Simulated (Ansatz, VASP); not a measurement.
**Lu: VASP beside Ansatz**

INCAR

```
  ALGO = Normal
  EDIFF = 1E-7
  ENCUT = 520
  GGA = CA
  ISIF = 2
  ISMEAR = 0
  LASPH = T
  LCHARG = T
  LELF = T
  LREAL = F
  LVHAR = T
  LWAVE = F
  NBANDS = 32
  NELM = 60
  PREC = Accurate
  SIGMA = 0.03
```

File KPOINTS:

```
k-points
0
Gamma
  11 11 6
```

The input POSCAR:

```
Lu
1.0
    3.3823924653      0.0000000000      0.0000000000
   -1.6911962327      2.9292378005      0.0000000000
    0.0000000000      0.0000000000      5.2524129119
Lu
2
Direct
    0.3333333333      0.6666666667      0.2500000000
    0.6666666667      0.3333333333      0.7500000000
```

Input for Ansatz:

```yaml
crystal:
  lattice:
    - [3.3823924653, 0.0, 0.0]
    - [-1.6911962327, 2.9292378005, 0.0]
    - [0.0, 0.0, 5.2524129119]
  atoms:
    - { symbol: Lu, position: [0.3333333333, 0.6666666667, 0.25] }
    - { symbol: Lu, position: [0.6666666667, 0.3333333333, 0.75] }
hamiltonian:
  xc: lda
  pseudopotentials:
    kind: paw
    azcp:
      Lu: "pseudopotentials/Lu.paw.azcp"
basis:
  ecutwfc: 420
  fft_grid_basis: typed
kpoints:
  mp_grid: { grid: [11, 11, 6], shift: [0, 0, 0] }
magnetization:
  spin_polarized: false
scf:
  occupations: { method: gaussian, width: 0.03 }
  lower_state_search: "off"
output:
  stress: true
  write_density: true
  write_potential: true
  elf: true
  volumetric_format: npy
```

Alike in both runs: task single point; functional LDA; k mesh 11 × 11 × 6; occupations gaussian, width 0.03 eV; no spin polarisation.

|  | VASP | Ansatz |
| --- | --- | --- |
| version | VASP 6.6.1 | Ansatz 0.2.0 |
| potentials or method | VASP PAW PBE potentials, release 64 (Lu), cutoff 520 eV | plane waves (420 eV) with PAW, scalar-relativistic |
| valence electrons in the cell | 50 | 50 |

Ansatz gave:

```
pressure (GPa)                                                : -0.3
traceless stress, the component that is largest in VASP (GPa) : -0.41
```

Which values does VASP return?

Pressure (GPa): -0.1; traceless stress, the component that is largest in VASP (GPa): -0.47.

VASP's potentials were made for PBE, not for LDA, and Ansatz warns of the same on its side. LDA's correlation is that of Perdew and Zunger in VASP and of Perdew and Wang (1992) in Ansatz.

Spin-orbit coupling is off throughout.
